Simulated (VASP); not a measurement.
The system is PtSeS3.

```
Pt Se S
1.0
     4.45247    0.00000    0.00000
     0.00000    4.45247    0.00000
     0.00000    0.00000    5.62852
Pt Se S
1 1 3
Direct
  0.50000 0.50000 0.68722
  0.00000 0.00000 0.98389
  0.00000 0.50000 0.50068
  0.50000 0.50000 0.10014
  0.50000 0.00000 0.50068
```

The cell was built from a structure type or drawn by symmetry, and may not be a known phase.

* Program: VASP 6.6.1
* Task: relaxation of cell and atoms
* Functional: PBE
* Potentials or basis: VASP PAW PBE potentials, release 64 (Pt, Se, S)
* Cutoff: 600 eV
* k mesh: 4 × 4 × 4
* Occupations: gaussian, width 0.1 eV
* Spin: no spin polarisation

At the start: pressure -7.4 GPa; volume 22.32 Å³/atom.

**Question.** Where does the relaxation end?

**Answer.** Over 45 steps the energy falls by 352.2 meV/atom and the volume is 22.80 Å³/atom (+2.2 %); space group P4mm (No. 99, to 0.1 Å) before and after.

The path:
| step | energy change (eV) | largest force (eV/Å) | pressure (GPa) | volume (Å³) |
| --- | --- | --- | --- | --- |
| 1 | 0.0000 | 1.1453 | -7.39 | 111.58 |
| 3 | -0.5106 | 0.7719 | 2.22 | 98.78 |
| 5 | -1.2673 | 2.6292 | 7.10 | 97.89 |
| 7 | -1.5845 | 0.9853 | 0.13 | 104.37 |
| 9 | -1.6032 | 0.9469 | -0.24 | 104.65 |
| 11 | -1.6877 | 0.2877 | 0.23 | 103.80 |
| 13 | -1.7183 | 0.1279 | 1.04 | 104.66 |
| 15 | -1.7303 | 0.1546 | 1.98 | 105.57 |
| 17 | -1.7464 | 0.0819 | 0.85 | 107.86 |
| 19 | -1.7493 | 0.1472 | 0.16 | 109.46 |
| 21 | -1.7508 | 0.1232 | 0.03 | 109.61 |
| 23 | -1.7517 | 0.1573 | -0.48 | 110.28 |
| 25 | -1.7530 | 0.0835 | -0.11 | 109.88 |
| 27 | -1.7531 | 0.1118 | 0.40 | 109.47 |
| 29 | -1.7537 | 0.0724 | 0.11 | 109.74 |
| 31 | -1.7554 | 0.0547 | 0.02 | 110.29 |
| 33 | -1.7556 | 0.0942 | -0.01 | 110.51 |
| 35 | -1.7568 | 0.0640 | 0.08 | 110.77 |
| 37 | -1.7586 | 0.0785 | 0.54 | 111.94 |
| 39 | -1.7593 | 0.0538 | 0.34 | 112.04 |
| 41 | -1.7602 | 0.0685 | -0.03 | 113.20 |
| 43 | -1.7603 | 0.0655 | -0.04 | 113.32 |
| 45 | -1.7610 | 0.0213 | 0.07 | 114.02 |

Final structure:
```
CELL_PARAMETERS angstrom
3.88977 0.00000 0.00000
0.00000 3.88977 0.00000
0.00000 0.00000 7.53592
ATOMIC_POSITIONS crystal
Pt 0.50000 0.50000 0.69283
Se 0.00000 0.00000 0.02261
S 0.00000 0.50000 0.52350
S 0.50000 0.50000 0.01016
S 0.50000 0.00000 0.52350
```

Caveat: a cell axis changed by over 15 % at a fixed basis, so the end point is rough; this functional lacks dispersion, which binds the layers, so the pressure and a relaxed spacing across them are unreliable.
